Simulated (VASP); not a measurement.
Set up this calculation in VASP 6.6.1, as the native input.

```yaml
Task: single point
Functional: PBEsol
Potentials_or_basis: VASP PAW PBE potentials, release 64 (Mg, O)
Cutoff: 520 eV
k_mesh: 9 × 9 × 6
Occupations: gaussian, width 0.05 eV
Spin: no spin polarisation
Dipole_correction: no
Further_INCAR_settings: ALGO = Normal; EDIFF = 1e-06; NBANDS = 16
```

The structure of MgO lies in POSCAR:

```
MgO
1.0
    3.1300000000      0.0000000000      0.0000000000
   -1.5650000000      2.7106595138      0.0000000000
    0.0000000000      0.0000000000      5.2202000000
Mg O
2 2
Direct
    0.3333333333      0.6666666667      0.0036583380
    0.6666666667      0.3333333333      0.5036583380
    0.3333333333      0.6666666667      0.4009416620
    0.6666666667      0.3333333333      0.9009416620
```

These files were run (other wordings do the same):

INCAR

```
PREC = Accurate ; ENCUT = 520
EDIFF = 1E-6 ; ISMEAR = 0
SIGMA = 0.05 ; LREAL = False
LASPH = True ; NELM = 80
ALGO = Normal ; ISIF = 2
LWAVE = False ; LCHARG = True
GGA = PS ; LELF = True
LVHAR = True ; NBANDS = 16
```

KPOINTS

```
regular mesh
0
Gamma
  9 9 6
```

Potentials or basis: VASP PAW PBE potentials, release 64 (Mg, O).

The run is started by

```sh
$ cat potpaw_PBE.64/Mg/POTCAR potpaw_PBE.64/O/POTCAR > POTCAR
$ mpirun -np 1 vasp_std > vasp.out
```

Results of the run:

| Item | Value |
| --- | --- |
| Pressure | 12.4 GPa |
| Largest force | 0.932 eV/Å |
| Band gap on the k mesh | 3.91 eV, direct |

Caveat: the PAW data sets were made with another functional, which shifts forces and pressure a little.

Wall time 18 s on 1 thread of Intel(R) Xeon(R) Platinum 8488C (Sapphire Rapids) (shared host), peak memory 0.17 GiB.
